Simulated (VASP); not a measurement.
Write the native input for VASP 6.6.1 that does the following.

| Quantity | Value |
| --- | --- |
| Task | relaxation of cell and atoms |
| Functional | PBE |
| Potentials or basis | VASP PAW PBE potentials, release 64 (In_d, Se) |
| Cutoff | 600 eV |
| k mesh | 12 × 12 × 14 |
| Occupations | gaussian, width 0.1 eV |
| Spin | no spin polarisation |
| Dipole correction | no |
| Further INCAR settings | ALGO = Normal; EDIFF = 1e-06; IBRION = 2; EDIFFG = -0.01; NSW = 100; ISIF = 3 |

The structure of InSe2 lies in POSCAR:

```
InSe2
1.0
    4.8692075143      0.0000000000      0.0000000000
   -2.4346037572      4.2168574037      0.0000000000
    0.0000000000      0.0000000000      3.4248262496
In Se
1 2
Direct
    0.0000000000      0.0000000000      0.0000000000
    0.3333333333      0.6666666667      0.5000000000
    0.6666666667      0.3333333333      0.5000000000
```

These files were run (other wordings do the same):

INCAR

```
  PREC = Accurate
  ENCUT = 600
  EDIFF = 1E-6
  ISMEAR = 0
  SIGMA = 0.1
  LREAL = False
  LASPH = True
  NELM = 100
  ALGO = Normal
  ISIF = 3
  LWAVE = False
  LCHARG = False
  GGA = PE
  IBRION = 2
  NSW = 100
  EDIFFG = -0.01
```

KPOINTS

```
regular mesh
0
Gamma
  12 12 14
```

Potentials or basis: VASP PAW PBE potentials, release 64 (In_d, Se).

Command:

```console
$ cat potpaw_PBE.64/In_d/POTCAR potpaw_PBE.64/Se/POTCAR > POTCAR
$ mpirun -np 1 vasp_std > vasp.out
```

It gave:

| Item | Value |
| --- | --- |
| Relaxed volume | 25.74 Å³/atom |
| Relaxed cell | a = 4.767 Å, b = 4.767 Å, c = 3.924 Å, α = 90.00°, β = 90.00°, γ = 120.00° |
| Space group after relaxing (to 0.05 Å) | P6/mmm (No. 191) |
| Energy gained by relaxing | 50.2 meV/atom |
| Ionic steps | 8 |
| Pressure after relaxing | 0.0 GPa |

Wall time 11 min on 1 thread of Intel(R) Xeon(R) Platinum 8259CL CPU @ 2.50GHz (Skylake/Cascade Lake), on a shared host, peak memory 0.38 GiB.
